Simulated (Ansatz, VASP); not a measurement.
## Ti in VASP and in Ansatz

```
Ti
1.0
     2.90019    0.00000    0.00000
    -1.45009    2.51164    0.00000
     0.00000    0.00000    9.18162
Ti
4
Direct
  0.33333 0.66667 0.12500
  0.33333 0.66667 0.62500
  0.66667 0.33333 0.37500
  0.66667 0.33333 0.87500
```

Alike in both runs: task single point; functional PBEsol; k mesh 18 × 18 × 6; occupations gaussian, width 0.15 eV; no spin polarisation.

|  | VASP | Ansatz |
| --- | --- | --- |
| version | VASP 6.6.1 | Ansatz 0.2.0 |
| potentials or method | VASP PAW PBE potentials, release 64 (Ti_sv), cutoff 520 eV | scalar-relativistic, plane waves, PAW |
| valence electrons in the cell | 48 | 48 |

```csv
,VASP,Ansatz,Ansatz less VASP
gap on the k mesh at the Fermi level (eV),none,none,-
pressure (GPa),-0.2,0.0,+0.27
```

VASP's potentials were made for PBE, not for PBEsol, and Ansatz warns of the same on its side. A gap of «none» marks a metal or a gap that the smearing closes. The functional is the same, so the differences come from potentials, cutoffs and numerics.
